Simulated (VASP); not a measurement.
# BaTiO3: electric field gradients with PBE

BaTiO3:

```
CELL_PARAMETERS angstrom
3.90277 0.00000 0.00000
0.00000 2.77913 2.78771
0.00000 -2.77913 2.78771
ATOMIC_POSITIONS crystal
Ba 0.00000 0.00000 0.00000
Ti 0.50000 0.50790 0.50790
O 0.00000 0.49210 0.49210
O 0.50000 0.50251 0.99371
O 0.50000 0.99371 0.50251
```

This cell differs from its parent crystal: volume scaled by 0.94.

* Program: VASP 6.6.1
* Task: electric field gradients
* Functional: PBE
* Potentials or basis: VASP PAW PBE potentials, release 64 (Ba_sv, Ti_sv, O)
* Cutoff: 520 eV
* k mesh: 8 × 8 × 8
* Occupations: fermi-dirac, width 0.05 eV
* Spin: no spin polarisation
* Dipole correction: no
* Further INCAR settings: ALGO = Normal; EDIFF = 1e-08; NBANDS = 28

```yaml
Pressure: 16.3 GPa
Largest_force: 0.175 eV/Å
Band_gap_on_the_k_mesh: 1.91 eV, indirect (least direct gap 2.03 eV)
```

Forces on the atoms (eV/Å):
```
Ba   0.000  0.000  0.092
Ti   0.000  0.000 -0.048
O    0.000  0.000  0.071
O    0.000 -0.166 -0.057
O    0.000  0.166 -0.057
```

Stress tensor (GPa, compression positive):
```
17.18  0.00  0.00
 0.00 16.21  0.00
 0.00  0.00 15.39
```

Levels at points of the mesh, in eV from the valence-band top:
| k point | band 16 | band 17 | band 18 | band 19 | band 20 | band 21 | band 22 | band 23 | band 24 | band 25 |
| --- | --- | --- | --- | --- | --- | --- | --- | --- | --- | --- |
| (0.00, 0.00, 0.00) | -1.21 | -1.19 | -0.19 | -0.15 | -0.12 | 1.91 | 1.94 | 2.03 | 4.36 | 4.42 |
| (0.50, 0.00, 0.00) | -2.09 | -1.93 | -1.87 | -0.78 | -0.74 | 2.12 | 3.84 | 3.88 | 4.36 | 6.51 |
| (0.00, 0.50, 0.00) | -2.04 | -1.89 | -1.81 | -0.76 | -0.72 | 2.15 | 3.80 | 3.82 | 4.41 | 6.54 |
| (0.50, 0.50, 0.00) | -2.93 | -1.69 | -0.83 | -0.82 | -0.10 | 3.82 | 3.87 | 4.27 | 5.25 | 8.17 |
| (0.00, 0.50, 0.50) | -2.88 | -1.66 | -0.88 | -0.86 | -0.14 | 3.81 | 3.84 | 4.24 | 5.37 | 8.14 |
| (0.50, 0.50, 0.50) | -2.39 | -2.33 | -0.03 | 0.00 | 0.00 | 4.55 | 4.55 | 4.58 | 6.97 | 6.98 |

Electric field gradients, principal values (V/Å²):
```
atom   least   middle  greatest (by size)
1 Ba   0.679    0.852              -1.531
2 Ti   3.004    3.463              -6.467
 3 O  -8.937   -9.804              18.742
 4 O  -8.987  -10.434              19.421
 5 O  -8.987  -10.434              19.421
```

It took 2.3 min on 1 thread of Intel(R) Xeon(R) Platinum 8488C (Sapphire Rapids), on a shared host, peak memory 0.3 GiB.

Caveat: without QUAD_EFG the Cq values of the log hold for a quadrupole moment of 1 mb, not for the nuclei; spin-orbit coupling is left out, which moves the levels of the heavy elements. A k mesh can miss the band edges.
